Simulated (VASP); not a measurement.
# Ge2Sb2O (P-3m1) in VASP: further runs, part 2 of 2

VASP 6.6.1.

### 3 Single point, PBE

This run uses another cell than the first one, of 20.54 Å³/atom.

Input file INCAR:

```
  PREC = Accurate
  ENCUT = 600
  EDIFF = 1E-6
  ISMEAR = 0
  SIGMA = 0.1
  LREAL = False
  LASPH = True
  NELM = 120
  ALGO = Normal
  ISIF = 2
  LWAVE = False
  LCHARG = False
  GGA = PE
  NBANDS = 30
  GGA_COMPAT = False
```

Input file KPOINTS:

```
Automatic mesh
0
Gamma
  6 6 4
```

Input file POSCAR:

```
Ge2Sb2O
1.0
    3.8577459708      0.0000000000      0.0000000000
   -1.9288729854      3.3409060121      0.0000000000
    0.0000000000      0.0000000000      7.9676179986
Ge Sb O
2 2 1
Direct
    0.6666666667      0.3333333333      0.4072558257
    0.3333333333      0.6666666667      0.5927441743
    0.6666666667      0.3333333333      0.8303692452
    0.3333333333      0.6666666667      0.1696307548
    0.0000000000      0.0000000000      0.0000000000
```

Potentials or basis: VASP PAW PBE potentials, release 64 (Ge_d, Sb, O).

On the command line:

```sh
> cat potpaw_PBE.64/Ge_d/POTCAR potpaw_PBE.64/Sb/POTCAR potpaw_PBE.64/O/POTCAR > POTCAR
> mpirun -np 1 vasp_std > vasp.out
```

OUTCAR:

```text
PREC = Accurate
   ENCUT = 600
   EDIFF = 1E-6
   ISMEAR = 0
   LREAL = False
   LASPH = True
   NELM = 120
   ISIF = 2
   GGA = PE

 ion  position               nearest neighbor table
   1  0.667  0.333  0.407-   2 2.67   2 2.67   2 2.67   4 2.92   4 2.92   4 2.92
   2  0.333  0.667  0.593-   1 2.67   1 2.67   1 2.67   3 2.92   3 2.92   3 2.92
   3  0.667  0.333  0.830-   5 2.61   5 2.61   5 2.61   2 2.92   2 2.92   2 2.92   4 3.50   4 3.50
                             4 3.50
   4  0.333  0.667  0.170-   5 2.61   5 2.61   5 2.61   1 2.92   1 2.92   1 2.92   3 3.50   3 3.50
                             3 3.50
   5  0.000  0.000  0.000-   3 2.61   4 2.61   3 2.61   4 2.61   3 2.61   4 2.61

  LATTYP: Found a hexagonal cell.
 ALAT       =     3.8577459708
 C/A-ratio  =     2.0653557956

  Lattice vectors:

 A1 = (   3.8577459708,   0.0000000000,   0.0000000000)
 A2 = (  -1.9288729854,   3.3409060121,   0.0000000000)
 A3 = (   0.0000000000,   0.0000000000,   7.9676179986)

Analysis of symmetry for initial positions (statically):
[... 177 lines left out ...]
  energy without entropy =      -21.82601955  energy(sigma->0) =      -21.83225924

 E-fermi :   7.1977     XC(G=0): -10.4855

 val. band max:        7.1506868544   @ k =   0.3333   0.1667   0.5000
 cond. band min:       7.2489353236   @ k =   0.3333   0.0000   0.5000
 fundamental gap:      0.0982484692
 Fermi energy:         7.1976811500

 k-point     1 :       0.0000    0.0000    0.0000
  band No.  band energies     occupation
      1     -17.5565      2.00000
      2     -17.5565      2.00000
      3     -17.5040      2.00000
      4     -17.5040      2.00000
      5     -17.4991      2.00000
      6     -17.4217      2.00000
[... 781 lines left out ...]
     29      13.5773      0.00000
     30      13.5773      0.00000

------------------------ aborting loop because EDIFF is reached ----------------------------------------

  FORCE on cell =-STRESS in cart. coord.  units (eV):
  Direction    XX          YY          ZZ          XY          YZ          ZX
  --------------------------------------------------------------------------------------
  -------------------------------------------------------------------------------------
  Total       -0.3361566     -0.3361566     -0.2711877      0.0000000      0.0000000      0.0000000
  in kB       -5.2447632     -5.2447632     -4.2311093      0.0000000      0.0000000      0.0000000
  external PRESSURE =      -4.9068786 kB  Pullay stress =       0.0000000 kB

 VOLUME and BASIS-vectors are now :
 -----------------------------------------------------------------------------
  energy-cutoff  :      600.00
  volume of cell :      102.69
      direct lattice vectors                 reciprocal lattice vectors
     3.857745971  0.000000000  0.000000000     0.259218727  0.149660002  0.000000000
    -1.928872985  3.340906012  0.000000000     0.000000000  0.299320004  0.000000000
     0.000000000  0.000000000  7.967617999     0.000000000  0.000000000  0.125508025

 POSITION                                       TOTAL-FORCE (eV/Angst)
 -----------------------------------------------------------------------------------
      1.92887      1.11364      3.24486         0.000000      0.000000      0.028244
     -0.00000      2.22727      4.72276        -0.000000     -0.000000     -0.028244
      1.92887      1.11364      6.61606         0.000000      0.000000      0.014376
     -0.00000      2.22727      1.35155         0.000000     -0.000000     -0.014376
      0.00000      0.00000      0.00000         0.000000      0.000000     -0.000000
 -----------------------------------------------------------------------------------
    total drift:                               -0.000000      0.000000      0.000000

  FREE ENERGIE OF THE ION-ELECTRON SYSTEM (eV)
  ---------------------------------------------------
  free  energy   TOTEN  =       -21.8384989241 eV

  energy  without entropy=      -21.8260195485  energy(sigma->0) =      -21.83225924
```

stdout:

```text
POSCAR found type information on POSCAR GeSbO
 POSCAR found :  3 types and       5 ions
 scaLAPACK will be used
 LDA part: xc-table for (Slater+PW92), standard interpolation
 POSCAR, INCAR and KPOINTS ok, starting setup
 FFT: planning ... GRIDC
 FFT: planning ... GRID_SOFT
 FFT: planning ... GRID
 WAVECAR not read
 entering main loop
```

Wall time 58 s (1 thread of Intel Xeon Platinum 8488C (Sapphire Rapids), shared host); peak memory 0.29 GiB.

Results:

```yaml
Free_energy: -21.8385 eV
Pressure: -0.5 GPa
Largest_force: 0.028 eV/Å
Band_gap_on_the_k_mesh: zero (bands 22 and 23 overlap by 1.62 eV)
```

Forces on the atoms (eV/Å):
```
Ge   0.000  0.000  0.028
Ge   0.000  0.000 -0.028
Sb   0.000  0.000  0.014
Sb   0.000  0.000 -0.014
O    0.000  0.000  0.000
```

Levels at points of the mesh, in eV from the Fermi level:
```tsv
k point	band 19	band 20	band 21	band 22	band 23	band 24	band 25	band 26
(0.00, 0.00, 0.00)	-1.77	-0.50	-0.50	1.39	1.78	1.78	1.93	1.93
(0.50, 0.00, 0.00)	-3.33	-2.03	-1.75	-1.05	-0.23	1.44	1.53	2.66
(0.00, 0.00, 0.50)	-0.35	-0.17	-0.17	0.55	0.55	0.73	3.17	3.17
(0.50, 0.00, 0.50)	-3.98	-2.12	-1.47	-0.99	0.21	0.58	1.41	2.13
```

Caveat: spin-orbit coupling is left out, which moves the levels of the heavy elements.

### 4 Relaxation of cell and atoms, PBE

Input file INCAR:

```
ALGO = Normal
EDIFF = 1E-7
EDIFFG = -0.04
ENCUT = 600
GGA = PE
GGA_COMPAT = False
IBRION = 2
ISIF = 3
ISMEAR = 0
LASPH = True
LCHARG = False
LREAL = False
LWAVE = False
NELM = 120
NELMIN = 4
NSW = 90
PREC = Accurate
SIGMA = 0.1
```

Input file KPOINTS:

```
k-points
0
Gamma
  6 6 4
```

Input file POSCAR:

```
Ge2Sb2O
1.0
    4.1224446600      0.0000000000      0.0000000000
   -2.0612223300      3.5701418000      0.0000000000
    0.0000000000      0.0000000000      6.7445606900
Ge Sb O
2 2 1
Direct
    0.6666666700      0.3333333300      0.3902771800
    0.3333333300      0.6666666700      0.6097228200
    0.6666666700      0.3333333300      0.7753055100
    0.3333333300      0.6666666700      0.2246944900
    0.0000000000      0.0000000000      0.0000000000
```

Potentials or basis: VASP PAW PBE potentials, release 64 (Ge_d, Sb, O).

On the command line:

```sh
> cat potpaw_PBE.64/Ge_d/POTCAR potpaw_PBE.64/Sb/POTCAR potpaw_PBE.64/O/POTCAR > POTCAR
> mpirun -np 1 vasp_std > vasp.out
```

OUTCAR:

```text
EDIFF = 1E-7
   EDIFFG = -0.04
   ENCUT = 600
   GGA = PE
   IBRION = 2
   ISIF = 3
   ISMEAR = 0
   LASPH = True
   LREAL = False
   NELM = 120
   NELMIN = 4
   NSW = 90
   PREC = Accurate

 ion  position               nearest neighbor table
   1  0.667  0.333  0.390-   3 2.60   4 2.63   4 2.63   4 2.63   2 2.80   2 2.80   2 2.80
   2  0.333  0.667  0.610-   4 2.60   3 2.63   3 2.63   3 2.63   1 2.80   1 2.80   1 2.80
   3  0.667  0.333  0.775-   1 2.60   2 2.63   2 2.63   2 2.63   5 2.82   5 2.82   5 2.82
   4  0.333  0.667  0.225-   2 2.60   1 2.63   1 2.63   1 2.63   5 2.82   5 2.82   5 2.82
   5  0.000  0.000  0.000-   3 2.82   4 2.82   4 2.82   3 2.82   3 2.82   4 2.82

  LATTYP: Found a hexagonal cell.
 ALAT       =     4.1224446600
 C/A-ratio  =     1.6360585153

  Lattice vectors:

 A1 = (   4.1224446600,   0.0000000000,   0.0000000000)
 A2 = (  -2.0612223300,   3.5701418000,   0.0000000000)
 A3 = (   0.0000000000,   0.0000000000,   6.7445606900)

Analysis of symmetry for initial positions (statically):
=====================================================================
 Subroutine PRICEL returns:
 Original cell was already a primitive cell.

 Routine SETGRP: Setting up the symmetry group for a
 hexagonal supercell.

 Subroutine GETGRP returns: Found 12 space group operations
 (whereof 12 operations were pure point group operations)
 out of a pool of 24 trial point group operations.

The static configuration has the point symmetry D_3d.

Analysis of symmetry for dynamics (positions and initial velocities):
[... 243 lines left out ...]

 number of electron      44.0000009 magnetization

 E-fermi :   5.3464     XC(G=0):  -9.8403

 val. band max:        5.3031088901   @ k =   0.0000   0.3333   0.2500
 cond. band min:       5.3552386514   @ k =   0.1667   0.1667   0.0000
 fundamental gap:      0.0521297613
 Fermi energy:         5.3463879108

 k-point     1 :       0.0000    0.0000    0.0000
  band No.  band energies     occupation
      1     -19.2553      2.00000
      2     -19.2553      2.00000
      3     -19.2488      2.00000
      4     -19.2405      2.00000
      5     -19.2405      2.00000
      6     -19.2163      2.00000
[... 717 lines left out ...]
  FREE ENERGIE OF THE ION-ELECTRON SYSTEM (eV)
  ---------------------------------------------------
  free  energy   TOTEN  =       -21.2042691647 eV

  energy  without entropy=      -21.1843071923  energy(sigma->0) =      -21.19428818

[... ionic steps 4 to 16 ...]

--------------------------------------- Ionic step       17  -------------------------------------------

 number of electron      44.0000005 magnetization

------------------------ aborting loop because EDIFF is reached ----------------------------------------
[... 73 lines left out ...]
--------------------------------------- Ionic step       19  -------------------------------------------

 number of electron      44.0000011 magnetization

 Free energy of the ion-electron system (eV)
  ---------------------------------------------------
  ext. energy  EPLUGINS =         0.00000000
  ---------------------------------------------------
  free energy    TOTEN  =       -21.83613428 eV

  energy without entropy =      -21.82454416  energy(sigma->0) =      -21.83033922

 E-fermi :   7.3009     XC(G=0): -10.5239

 val. band max:        7.2491484209   @ k =   0.3333   0.1667   0.5000
 cond. band min:       7.3564213872   @ k =   0.3333   0.0000   0.5000
 fundamental gap:      0.1072729662
 Fermi energy:         7.3008825824

 k-point     1 :       0.0000    0.0000    0.0000
  band No.  band energies     occupation
      1     -17.4641      2.00000
      2     -17.4641      2.00000
      3     -17.4096      2.00000
      4     -17.4096      2.00000
      5     -17.4045      2.00000
      6     -17.3241      2.00000
[... 717 lines left out ...]
  FREE ENERGIE OF THE ION-ELECTRON SYSTEM (eV)
  ---------------------------------------------------
  free  energy   TOTEN  =       -21.8361342768 eV

  energy  without entropy=      -21.8245441600  energy(sigma->0) =      -21.83033922

 reached required accuracy - stopping structural energy minimisation
```

CONTCAR:

```text
Ge2Sb2O
   1.00000000000000
     3.8473415560196429    0.0000000000000000   -0.0000000000000000
    -1.9236707780098214    3.3318955235761392   -0.0000000000000000
    -0.0000000000000000   -0.0000000000000000    7.9455819919029533
  Ge              Sb              O
     2     2     1
Direct
     0.6666666699999979    0.3333333300000021    0.4077811848353873
     0.3333333300000021    0.6666666699999979    0.5922188151646129
     0.6666666699999979    0.3333333300000021    0.8305551047724726
     0.3333333300000021    0.6666666699999979    0.1694448952275275
     0.0000000000000000    0.0000000000000000    0.0000000000000000

  0.00000000E+00  0.00000000E+00  0.00000000E+00
  0.00000000E+00  0.00000000E+00  0.00000000E+00
  0.00000000E+00  0.00000000E+00  0.00000000E+00
  0.00000000E+00  0.00000000E+00  0.00000000E+00
  0.00000000E+00  0.00000000E+00  0.00000000E+00
```

Run time: 15 min. Hardware: 1 thread of Intel Xeon Platinum 8488C (Sapphire Rapids), shared host; peak memory 0.31 GiB.

What came out:

| Quantity | Value |
| --- | --- |
| Free energy | -21.8361 eV |
| Relaxed volume | 20.37 Å³/atom |
| Relaxed cell | a = 3.847 Å, b = 3.847 Å, c = 7.946 Å, α = 90.00°, β = 90.00°, γ = 120.00° |
| Space group after relaxing (to 0.1 Å) | P-3m1 (No. 164) |
| Energy gained by relaxing | 365.4 meV/atom |
| Ionic steps | 19 |
| Pressure after relaxing | 0.1 GPa |
| Largest force after relaxing | 0.013 eV/Å |
| Band gap on the k mesh | zero (bands 22 and 23 overlap by 1.63 eV) |

Forces in eV/Å, atoms in the order of the input:
```
Ge   0.000  0.000 -0.007
Ge   0.000  0.000  0.007
Sb   0.000  0.000  0.013
Sb   0.000  0.000 -0.013
O    0.000  0.000  0.000
```

The path:
| step | energy change (eV) | largest force (eV/Å) | pressure (GPa) | volume (Å³) |
| --- | --- | --- | --- | --- |
| 1 | 0.0000 | 3.8923 | 13.29 | 99.26 |
| 2 | -0.9996 | 0.1773 | -7.32 | 124.59 |
| 3 | -1.1950 | 0.9533 | -3.07 | 115.48 |
| 4 | -1.4381 | 0.8269 | -1.81 | 110.36 |
| 5 | -1.4993 | 0.9618 | 6.93 | 95.49 |
| 6 | -1.6246 | 0.5728 | 1.65 | 102.52 |
| 7 | -1.6293 | 0.6544 | 2.30 | 101.43 |
| 8 | -1.7171 | 0.5684 | -0.22 | 103.24 |
| 9 | -1.7227 | 0.5791 | -0.64 | 103.60 |
| 10 | -1.7230 | 0.5594 | -1.38 | 104.31 |
| 11 | -1.7782 | 0.4355 | 0.27 | 101.58 |
| 12 | -1.7831 | 0.3660 | 0.93 | 100.67 |
| 13 | -1.8156 | 0.2298 | -0.16 | 102.13 |
| 14 | -1.8181 | 0.2067 | -0.47 | 102.69 |
| 15 | -1.8226 | 0.0796 | 0.46 | 101.48 |
| 16 | -1.8228 | 0.1052 | 0.29 | 101.70 |
| 17 | -1.8257 | 0.0463 | -0.04 | 102.09 |
| 18 | -1.8259 | 0.0394 | -0.19 | 102.29 |
| 19 | -1.8269 | 0.0133 | 0.07 | 101.85 |

Final structure:
```xyz
5
Lattice="3.8473 0.0000 0.0000 -1.9237 3.3319 0.0000 0.0000 0.0000 7.9456" Properties=species:S:1:pos:R:3 pbc="T T T"
Ge    1.9237    1.1106    3.2401
Ge    0.0000    2.2213    4.7055
Sb    1.9237    1.1106    6.5992
Sb    0.0000    2.2213    1.3463
O     0.0000    0.0000    0.0000
```

Caveat: a cell axis changed by over 15 % at a fixed basis, so the end point is rough; spin-orbit coupling is left out, which moves the levels of the heavy elements.

### 5 Single point, PBE

This run uses another cell than the first one, of 20.46 Å³/atom.

Input file INCAR:

```
SYSTEM = Ge2Sb2O
ALGO = Normal ; EDIFF = 1E-6
ENCUT = 600 ; GGA = PE
GGA_COMPAT = .FALSE. ; ISIF = 2
ISMEAR = 0 ; LASPH = .TRUE.
LCHARG = .TRUE. ; LELF = .TRUE.
LREAL = .FALSE. ; LVHAR = .TRUE.
LWAVE = .FALSE. ; NBANDS = 30
NELM = 120 ; PREC = Accurate
SIGMA = 0.1
```

Input file KPOINTS:

```
k-points
0
G
  12 12 6
  0 0 0
```

Input file POSCAR:

```
Ge2Sb2O
1.0
    3.8417148314      0.0000000000      0.0000000000
   -1.9208574157      3.3270226381      0.0000000000
    0.0000000000      0.0000000000      8.0036902650
Ge Sb O
2 2 1
Direct
    0.6666666667      0.3333333333      0.4054087793
    0.3333333333      0.6666666667      0.5945912207
    0.6666666667      0.3333333333      0.8251314964
    0.3333333333      0.6666666667      0.1748685036
    0.0000000000      0.0000000000      0.0000000000
```

On the command line:

```sh
> cat potpaw_PBE.64/Ge_d/POTCAR potpaw_PBE.64/Sb/POTCAR potpaw_PBE.64/O/POTCAR > POTCAR
> mpirun -np 1 vasp_std > vasp.out
```

Wall time 3.7 min (1 thread of Intel Xeon Platinum 8488C (Sapphire Rapids), shared host); peak memory 0.49 GiB.

Results (log left out):

```yaml
Free_energy: -21.8335 eV
Pressure: -0.3 GPa
Largest_force: 0.030 eV/Å
Band_gap_on_the_k_mesh: zero (bands 22 and 23 overlap by 1.84 eV)
```

Forces on the atoms (eV/Å):
```
Ge   0.000  0.000 -0.006
Ge   0.000  0.000  0.006
Sb   0.000  0.000  0.030
Sb   0.000  0.000 -0.030
O    0.000  0.000  0.000
```

Levels at points of the mesh, in eV from the Fermi level:
```tsv
k point	band 20	band 21	band 22	band 23	band 24	band 25
(0.00, 0.00, 0.00)	-0.45	-0.45	1.44	1.72	1.72	2.15
(0.50, 0.00, 0.00)	-2.07	-1.75	-1.08	-0.30	1.49	1.55
(0.00, 0.00, 0.50)	-0.16	-0.16	0.68	0.68	0.79	3.19
(0.50, 0.00, 0.50)	-2.14	-1.43	-0.83	0.20	0.49	1.51
```

Caveat: spin-orbit coupling is left out, which moves the levels of the heavy elements.

### 6 Summary

| task | cell | k mesh | gap on the mesh (eV) | pressure (GPa) | largest force (eV/Å) |
| --- | --- | --- | --- | --- | --- |
| single point | a = 4.122, b = 4.122, c = 6.745 Å, angles 90.0, 90.0, 120.0°, 5 atoms, atomic positions A | 6 × 6 × 4 | none | 13.3 | 3.89 |
| single point | a = 3.858, b = 3.858, c = 7.968 Å, angles 90.0, 90.0, 120.0°, 5 atoms, atomic positions B | 6 × 6 × 4 | none | -0.5 | 0.03 |
| relaxation of cell and atoms | relaxed from a = 4.122, b = 4.122, c = 6.745 Å, angles 90.0, 90.0, 120.0°, 5 atoms, atomic positions A | 6 × 6 × 4 | none | 0.1 | 0.01 |
| single point | a = 3.842, b = 3.842, c = 8.004 Å, angles 90.0, 90.0, 120.0°, 5 atoms, atomic positions C | 12 × 12 × 6 | none | -0.3 | 0.03 |

Alike in all rows: level PBE; potentials or basis VASP PAW PBE potentials, release 64 (Ge_d, Sb, O); no spin polarisation; cutoff (eV) 600; smearing gaussian 0.1 eV.

Caveats: spin-orbit coupling is left out, which moves the levels of the heavy elements; the cell stands under pressure (at least some runs); forces of over 1 eV/Å act on the atoms, so gaps and moduli don't describe the material at rest (at least some runs); a cell axis changed by over 15 % at a fixed basis, so the end point is rough (at least some runs).

Absolute energies hang on the potentials; compare differences alone.
